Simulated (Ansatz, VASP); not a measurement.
One calculation of GaSb, two programs

INCAR

```
PREC = Accurate
ENCUT = 520
EDIFF = 1E-7
ISMEAR = 0
SIGMA = 0.15
LREAL = False
LASPH = True
NELM = 100
ALGO = Normal
ISIF = 2
LWAVE = False
LCHARG = True
GGA = PS
LELF = True
LVHAR = True
NBANDS = 16
```

The input KPOINTS:

```
regular mesh
0
Gamma
  16 16 16
```

The input POSCAR:

```
GaSb
1.0
    0.0000000000      2.8786292123      3.4543550548
    2.8786292123      0.0000000000      3.4543550548
    2.8786292123      2.8786292123      0.0000000000
Ga Sb
1 1
Direct
    0.0000000000      0.0000000000      0.0000000000
    0.7500000000      0.7500000000      0.7500000000
```

Input for Ansatz:

```yaml
crystal:
  lattice:
    - [0.0, 2.8786292123, 3.4543550548]
    - [2.8786292123, 0.0, 3.4543550548]
    - [2.8786292123, 2.8786292123, 0.0]
  atoms:
    - { symbol: Ga, position: [0.0, 0.0, 0.0] }
    - { symbol: Sb, position: [0.75, 0.75, 0.75] }
basis:
  ecutwfc: 420
kpoints:
  mp_grid: { grid: [16, 16, 16] }
hamiltonian:
  xc: pbesol
scf:
  occupations: { method: gaussian, width: 0.15 }
output:
  forces: true
  stress: true
  eigenvalues: true
```

Alike in both runs: task single point; functional PBEsol; k mesh 16 × 16 × 16; occupations gaussian, width 0.15 eV; no spin polarisation.

|  | VASP | Ansatz |
| --- | --- | --- |
| version | VASP 6.6.1 | Ansatz 0.2.0 |
| potentials or method | VASP PAW PBE potentials, release 64 (Ga_d, Sb), cutoff 520 eV | scalar-relativistic, plane waves, PAW |
| valence electrons in the cell | 18 | 28 |

```tsv
	VASP	Ansatz	Ansatz less VASP
gap on the k mesh at the Fermi level (eV)	none	none	-
pressure (GPa)	-0.1	-0.2	-0.10
traceless stress, the component that is largest in VASP (GPa)	-6.54	-6.54	-0.005
```

VASP's potentials were made for PBE, not for PBEsol. A gap of «none» marks a metal or a gap that the smearing closes. VASP's potentials hold 18 valence electrons a cell and Ansatz's 28, so a difference there can come from the potentials and not from the codes.

Spin-orbit coupling is off throughout.
